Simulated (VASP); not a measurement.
# InP (I-4m2) in VASP: a series of runs, part 2 of 2

VASP 6.6.1. Earlier steps stand in the parts before.

### 3 Single point, r2SCAN

This run uses another cell than the first one, of the same volume but with other edges.

POSCAR reads:

```
InP
1.0
    0.0000000000      2.6109101259      3.6918269180
    2.6109101259      0.0000000000      3.6918269180
    2.6109101259      2.6109101259      0.0000000000
In P
1 1
Direct
    0.0000000000      0.0000000000      0.0000000000
    0.7500000000      0.7500000000      0.7500000000
```

INCAR.step1 reads:

```
ALGO = Normal
EDIFF = 1E-4
ENCUT = 520
GGA = PE
ISMEAR = 0
LASPH = T
LCHARG = F
LREAL = F
LWAVE = T
NBANDS = 16
NELM = 60
PREC = Accurate
SIGMA = 0.05
```

INCAR.step2 reads:

```
ALGO = Normal
EDIFF = 1E-6
ENCUT = 520
ISIF = 2
ISMEAR = 0
ISTART = 1
LASPH = T
LCHARG = F
LMIXTAU = T
LREAL = F
LWAVE = F
METAGGA = R2SCAN
NBANDS = 16
NELM = 60
PREC = Accurate
SIGMA = 0.05
```

KPOINTS reads:

```
k-points
0
Gamma
  10 10 10
```

Potentials or basis: VASP PAW PBE potentials, release 64 (In_d, P).

Launch:

```sh
> cat potpaw_PBE.64/In_d/POTCAR potpaw_PBE.64/P/POTCAR > POTCAR
> cp INCAR.step1 INCAR
> mpirun -np 1 vasp_std > vasp.out
> cp INCAR.step2 INCAR
> mpirun -np 1 vasp_std > vasp.out
```

OUTCAR:

```text
EDIFF = 1E-6
   ENCUT = 520
   ISIF = 2
   ISMEAR = 0
   ISTART = 1
   LASPH = T
   LREAL = F
   METAGGA = R2SCAN
   NELM = 60
   PREC = Accurate

 ion  position               nearest neighbor table
   1  0.000  0.000  0.000-   2 2.61   2 2.61   2 2.61   2 2.61
   2  0.750  0.750  0.750-   1 2.61   1 2.61   1 2.61   1 2.61

  LATTYP: Found a body centered tetragonal cell.
 ALAT       =     3.6923845102
 C/A-ratio  =     1.9996979772

  Lattice vectors:

 A1 = (  -2.6109101259,   0.0000000000,   3.6918269180)
 A2 = (   2.6109101259,   0.0000000000,   3.6918269180)
 A3 = (   0.0000000000,   2.6109101259,  -3.6918269180)

Analysis of symmetry for initial positions (statically):
=====================================================================
 Subroutine PRICEL returns:
 Original cell was already a primitive cell.

 Routine SETGRP: Setting up the symmetry group for a
 body centered tetragonal supercell.

 Subroutine GETGRP returns: Found  8 space group operations
 (whereof  8 operations were pure point group operations)
 out of a pool of 16 trial point group operations.

The static configuration has the point symmetry D_2d.

Analysis of symmetry for dynamics (positions and initial velocities):
=====================================================================
 Subroutine PRICEL returns:
 Original cell was already a primitive cell.

 Routine SETGRP: Setting up the symmetry group for a
 body centered tetragonal supercell.

 Subroutine GETGRP returns: Found  8 space group operations
 (whereof  8 operations were pure point group operations)
 out of a pool of 16 trial point group operations.

The dynamic configuration has the point symmetry D_2d.

 Subroutine INISYM returns: Found  8 space group operations
 (whereof  8 operations are pure point group operations),
 and found     1 'primitive' translations

----------------------------------------------------------------------------------------

                                     Primitive cell

  volume of cell :      50.3333

  direct lattice vectors                    reciprocal lattice vectors
     0.000000000  2.610910126  3.691826918    -0.191504102  0.191504102  0.135434302
     2.610910126  0.000000000  3.691826918     0.191504102 -0.191504102  0.135434302
     2.610910126  2.610910126  0.000000000     0.191504102  0.191504102 -0.135434302

  length of vectors
     4.521773731  4.521773731  3.692384510     0.302803719  0.302803719  0.302803719

  position of ions in fractional coordinates (direct lattice)
     0.000000000  0.000000000  0.000000000
     0.750000000  0.750000000  0.750000000

  ion indices of the primitive-cell ions
   primitive index   ion index
                 1           1
                 2           2

----------------------------------------------------------------------------------------

 KPOINTS: k-points

Automatic generation of k-mesh.
 Grid dimensions read from file:
 generate k-points for:   10   10   10

 Generating k-lattice:

  Cartesian coordinates                     Fractional coordinates (reciprocal lattice)
    -0.019150410  0.019150410  0.013543430     0.100000000  0.000000000  0.000000000
     0.019150410 -0.019150410  0.013543430     0.000000000  0.100000000  0.000000000
     0.019150410  0.019150410 -0.013543430     0.000000000  0.000000000  0.100000000

  Length of vectors
     0.030280372  0.030280372  0.030280372

  Shift w.r.t. Gamma in fractional coordinates (k-lattice)
     0.000000000  0.000000000  0.000000000

 Subroutine IBZKPT returns following result:
 ===========================================

 Found    102 irreducible k-points:

 Following reciprocal coordinates:
            Coordinates               Weight
  0.000000  0.000000  0.000000      1.000000
  0.100000  0.000000  0.000000      8.000000
  0.200000  0.000000  0.000000      8.000000
  0.300000 -0.000000  0.000000      8.000000
  0.400000 -0.000000  0.000000      8.000000
  0.500000 -0.000000  0.000000      4.000000
[... 16 lines left out ...]
  0.300000  0.300000  0.000000      2.000000
  0.400000  0.300000  0.000000      8.000000
 [... further k-points ...]
   k-points           NKPTS =    102   k-points in BZ     NKDIM =    102   number of bands    NBANDS=     16
   number of dos      NEDOS =    301   number of ions     NIONS =      2
   total plane-waves  NPLWV =  36288
   dimension x,y,z NGX =    36 NGY =   36 NGZ =   28
   dimension x,y,z NGXF=    72 NGYF=   72 NGZF=   56
   ions per type =               1   1
   NGX,Y,Z   is equivalent  to a cutoff of  13.24, 13.24, 12.61 a.u.
   NGXF,Y,Z  is equivalent  to a cutoff of  26.47, 26.47, 25.21 a.u.
 SYSTEM =  unknown system
   PREC   = accura    normal or accurate (medium, high low for compatibility)
   ISTART =      1    job   : 0-new  1-cont  2-samecut
   ICHARG =      0    charge: 1-file 2-atom 10-const
   ISPIN  =      1    spin polarized calculation?
   LNONCOLLINEAR =      F non collinear calculations
   LSORBIT =      F    spin-orbit coupling
   LASPH  =      T    aspherical Exc in radial PAW
   ENCUT  =  520.0 eV  38.22 Ry    6.18 a.u.   8.41  8.41  6.87*2*pi/ulx,y,z
   NELM   =     60;   NELMIN=  2; NELMDL=  0     # of ELM steps
   EDIFF  = 0.1E-05   stopping-criterion for ELM
   LREAL  =      F    real-space projection
   EDIFFG = 0.1E-04   stopping-criterion for IOM
   NSW    =      0    number of steps for IOM
   IBRION =     -1    ionic relax: 0-MD 1-quasi-New 2-CG
   NFREE  =      0    steps in history (QN), initial steepest desc. (CG)
   ISIF   =      2    stress and relaxation
   ISYM   =      2    0-nonsym 1-usesym 2-fastsym
   POTIM  = 0.5000    time-step for ionic-motion
   TEBEG  =    0.0;   TEEND  =   0.0 temperature during run
   PSTRESS=    0.0 pullay stress
   NELECT =      18.0000    total number of electrons
   NUPDOWN=      -1.0000    fix difference up-down
   EMIN   =  10.00;   EMAX   =-10.00  energy-range for DOS
   EFERMI =   0.00;   METHOD = LEGACY
   ISMEAR =     0;   SIGMA  =   0.05  broadening in eV -4-tet -1-fermi 0-gaus
   EFERMI_NEDOS =   21; number of points for ismear=-14 and -15
   IALGO  =     38    algorithm
   IMIX   =      4    mixing-type and parameters
     AMIX     =   0.40;   BMIX     =  1.00
     AMIX_MAG =   1.60;   BMIX_MAG =  1.00
  volume/ion in A,a.u.               =      25.17       169.83
  Fermi-wavevector in a.u.,A,eV,Ry     =   1.162021  2.195901 18.371846  1.350293
  Thomas-Fermi vector in A             =   2.298587
   LORBIT       =      0    0 simple, 1 ext, 2 COOP (PROOUT), +10 PAW based schemes
   METAGGA = R2SCAN    functional components
   LHFCALC =     F    Hartree Fock is set to
   AEXX    =    0.0000 exact exchange contribution
   IVDW    =     0    specifies the selected vdW correction
   LEPSILON=     F    determine dielectric tensor
   LRPA    =     F    only Hartree local field effects (RPA)
 non-spin polarized calculation
 Gauss-broadening in eV      SIGMA  =   0.05
  energy-cutoff  :      520.00
  volume of cell :       50.33
 maximum number of plane-waves:      1372
 NGX is ok and might be reduce to    36

 number of electron      18.0000001 magnetization

 Free energy of the ion-electron system (eV)
  ---------------------------------------------------
  ext. energy  EPLUGINS =         0.00000000
  ---------------------------------------------------
  free energy    TOTEN  =       -31.47113205 eV

  energy without entropy =      -31.47040818  energy(sigma->0) =      -31.47077011

 E-fermi :   5.8753     XC(G=0):  -9.9633

 val. band max:        5.8528474114   @ k =   0.1000   0.0000   0.0000
 cond. band min:       5.8936347632   @ k =   0.0000   0.0000   0.0000
 fundamental gap:      0.0407873518
 Fermi energy:         5.8753021493

 k-point     1 :       0.0000    0.0000    0.0000
  band No.  band energies     occupation
      1      -9.8639      2.00000
      2      -9.6567      2.00000
      3      -9.6567      2.00000
      4      -9.6221      2.00000
      5      -9.6172      2.00000
      6      -6.7086      2.00000
[... 8 lines left out ...]
     15      13.9449      0.00000
     16      14.9333      0.00000
[... 419 lines left out ...]
 k-point    24 :       0.4000    0.3000    0.0000
  band No.  band energies     occupation
      1      -9.9146      2.00000
      2      -9.6357      2.00000
      3      -9.6242      2.00000
      4      -9.6177      2.00000
      5      -9.5802      2.00000
      6      -5.5736      2.00000
[... 8 lines left out ...]
     15      16.9811      0.00000
     16      17.7822      0.00000

 [... further k-points ...]
[... 5 lines left out ...]
  --------------------------------------------------------------------------------------
  -------------------------------------------------------------------------------------
  Total        2.5138046      2.5138046     -5.1792131      0.0000000      0.0000000      0.0000000
  in kB       80.0178577     80.0178577   -164.8614797      0.0000000      0.0000000      0.0000000
  external PRESSURE =      -1.6085881 kB  Pullay stress =       0.0000000 kB

 VOLUME and BASIS-vectors are now :
 -----------------------------------------------------------------------------
  energy-cutoff  :      520.00
  volume of cell :       50.33
      direct lattice vectors                 reciprocal lattice vectors
     0.000000000  2.610910126  3.691826918    -0.191504102  0.191504102  0.135434302
     2.610910126  0.000000000  3.691826918     0.191504102 -0.191504102  0.135434302
     2.610910126  2.610910126  0.000000000     0.191504102  0.191504102 -0.135434302

 POSITION                                       TOTAL-FORCE (eV/Angst)
 -----------------------------------------------------------------------------------
      0.00000      0.00000      0.00000         0.000000      0.000000      0.000000
      3.91637      3.91637      5.53774        -0.000000     -0.000000      0.000000
 -----------------------------------------------------------------------------------
    total drift:                               -0.000019     -0.000019      0.000037

  FREE ENERGIE OF THE ION-ELECTRON SYSTEM (eV)
  ---------------------------------------------------
  free  energy   TOTEN  =       -31.4711320515 eV

  energy  without entropy=      -31.4704081755  energy(sigma->0) =      -31.47077011
```

It took 4.7 min on 1 thread of Intel Xeon Platinum 8375C at 2.90GHz (Ice Lake), shared host; peak memory 0.24 GiB.

What came out:

| Property | Result |
| --- | --- |
| Free energy | -31.4711 eV |
| Pressure | -0.2 GPa |
| Band gap on the k mesh | zero (band 9 reaches 5.94 eV, above the bottom of band 10 at 5.64 eV) |

Stress tensor (GPa, compression positive):
```
  8.00   0.00   0.00
  0.00   8.00   0.00
  0.00   0.00 -16.49
```

Caveat: the PAW data sets were made with another functional, which shifts forces and pressure a little; spin-orbit coupling is left out, which moves the levels of the heavy elements.

### 4 Single point, r2SCAN

This run uses another cell than the first one, of the same volume but with other edges.

POSCAR reads:

```
InP
1.0
    0.0000000000      3.0936327061      2.6295878002
    3.0936327061      0.0000000000      2.6295878002
    3.0936327061      3.0936327061      0.0000000000
In P
1 1
Direct
    0.0000000000      0.0000000000      0.0000000000
    0.7500000000      0.7500000000      0.7500000000
```

INCAR.step1 reads:

```
SYSTEM = InP
ALGO = Normal
EDIFF = 1E-4
ENCUT = 520
GGA = PE
ISMEAR = 0
LASPH = .True.
LCHARG = .False.
LREAL = .False.
LWAVE = .True.
NBANDS = 16
NELM = 60
PREC = Accurate
SIGMA = 0.05
```

INCAR.step2 reads:

```
SYSTEM = InP
ALGO = Normal
EDIFF = 1E-6
ENCUT = 520
ISIF = 2
ISMEAR = 0
ISTART = 1
LASPH = .True.
LCHARG = .False.
LMIXTAU = .True.
LREAL = .False.
LWAVE = .False.
METAGGA = R2SCAN
NBANDS = 16
NELM = 60
PREC = Accurate
SIGMA = 0.05
```

KPOINTS reads:

```
k-points
0
Gamma
  10 10 10
  0 0 0
```

Launch:

```sh
> cat potpaw_PBE.64/In_d/POTCAR potpaw_PBE.64/P/POTCAR > POTCAR
> cp INCAR.step1 INCAR
> mpirun -np 1 vasp_std > vasp.out
> cp INCAR.step2 INCAR
> mpirun -np 1 vasp_std > vasp.out
```

Run time: 5 min. Hardware: 1 thread of Intel Xeon Platinum 8375C at 2.90GHz (Ice Lake), shared host; peak memory 0.23 GiB.

Results (log left out):

```
Free energy            : -32.1960 eV
Pressure               : 0.8 GPa
Band gap on the k mesh : 0.67 eV, direct
```

Stress tensor (GPa, compression positive):
```
-0.85  0.00  0.00
 0.00 -0.85  0.00
 0.00  0.00  4.22
```

Levels at points of the mesh, in eV from the valence-band top:
```tsv
k point	band 7	band 8	band 9	band 10	band 11	band 12
(0.00, 0.00, 0.00)	-0.62	-0.62	0.00	0.67	4.04	4.30
(0.50, 0.00, 0.00)	-6.21	-1.86	-0.92	1.14	4.25	5.74
(0.50, 0.50, 0.00)	-5.52	-3.35	-3.35	1.16	1.16	9.78
(0.50, 0.00, 0.50)	-6.54	-2.43	-2.32	2.00	2.74	8.71
```

Caveat: the PAW data sets were made with another functional, which shifts forces and pressure a little; spin-orbit coupling is left out, which moves the levels of the heavy elements.

### 5 Single point, r2SCAN

This run uses another cell than the first one, of the same volume but with other edges.

POSCAR reads:

```
InP
1.0
    0.0000000000      2.7577060826      3.3092472992
    2.7577060826      0.0000000000      3.3092472992
    2.7577060826      2.7577060826      0.0000000000
In P
1 1
Direct
    0.0000000000      0.0000000000      0.0000000000
    0.7500000000      0.7500000000      0.7500000000
```

INCAR.step1 reads:

```
SYSTEM = InP
  PREC = Accurate
  ENCUT = 520
  ISMEAR = 0
  SIGMA = 0.05
  LREAL = .FALSE.
  LASPH = .TRUE.
  NELM = 100
  NBANDS = 16
  GGA = PE
  ALGO = Normal
  EDIFF = 1E-4
  LWAVE = .TRUE.
  LCHARG = .FALSE.
```

INCAR.step2 reads:

```
SYSTEM = InP
  PREC = Accurate
  ENCUT = 520
  EDIFF = 1E-7
  ISMEAR = 0
  SIGMA = 0.05
  LREAL = .FALSE.
  LASPH = .TRUE.
  NELM = 100
  ALGO = Normal
  ISIF = 2
  LWAVE = .FALSE.
  LCHARG = .TRUE.
  METAGGA = R2SCAN
  LMIXTAU = .TRUE.
  LELF = .TRUE.
  LVHAR = .TRUE.
  NBANDS = 16
  ISTART = 1
```

KPOINTS reads:

```
regular mesh
0
G
  10 10 10
  0 0 0
```

Launch:

```sh
> cat potpaw_PBE.64/In_d/POTCAR potpaw_PBE.64/P/POTCAR > POTCAR
> cp INCAR.step1 INCAR
> mpirun -np 1 vasp_std > vasp.out
> cp INCAR.step2 INCAR
> mpirun -np 1 vasp_std > vasp.out
```

Wall time 5.1 min (1 thread of Intel Xeon Platinum 8375C at 2.90GHz (Ice Lake), shared host); peak memory 0.23 GiB.

The run converged. Its results:

```
Free energy            : -32.0970 eV
Pressure               : 0.8 GPa
Band gap on the k mesh : 0.53 eV, direct
```

Stress tensor (GPa, compression positive):
```
 4.63  0.00  0.00
 0.00  4.63  0.00
 0.00  0.00 -6.76
```

Levels at points of the mesh, in eV from the valence-band top:
```tsv
k point	band 5	band 6	band 7	band 8	band 9	band 10	band 11	band 12	band 13	band 14
(0.00, 0.00, 0.00)	-14.90	-12.29	-1.18	0.00	0.00	0.53	4.14	4.14	4.48	7.44
(0.50, 0.00, 0.00)	-14.85	-10.50	-6.19	-2.02	-0.64	0.93	4.85	5.52	7.36	9.30
(0.50, 0.50, 0.00)	-14.90	-10.31	-6.97	-1.96	-1.96	2.50	3.34	8.15	9.92	9.92
(0.50, 0.00, 0.50)	-14.84	-9.62	-5.76	-3.04	-2.98	1.34	1.65	8.35	8.77	9.50
```

Caveat: the PAW data sets were made with another functional, which shifts forces and pressure a little; spin-orbit coupling is left out, which moves the levels of the heavy elements. A k mesh can miss the band edges.

### 6 The runs side by side

```csv
cell,gap on the mesh (eV),pressure (GPa)
"a = 4.029, b = 4.029, c = 4.652 Å, angles 54.7, 54.7, 70.5°, 2 atoms",none,-1.6
"a = 4.522, b = 4.522, c = 3.692 Å, angles 65.9, 65.9, 48.2°, 2 atoms",none,-0.2
"a = 4.060, b = 4.060, c = 4.375 Å, angles 57.4, 57.4, 65.2°, 2 atoms",0.67,0.8
"a = 4.308, b = 4.308, c = 3.900 Å, angles 63.1, 63.1, 53.8°, 2 atoms",0.53,0.8
```

Alike in all rows: task single point; level r2SCAN; potentials or basis VASP PAW PBE potentials, release 64 (In_d, P); no spin polarisation; k mesh 10 × 10 × 10; cutoff (eV) 520; smearing gaussian 0.05 eV.

Caveats: the PAW data sets were made with another functional, which shifts forces and pressure a little; spin-orbit coupling is left out, which moves the levels of the heavy elements.

Total energies depend on the potentials used, so only differences within one code and one set of settings carry meaning.
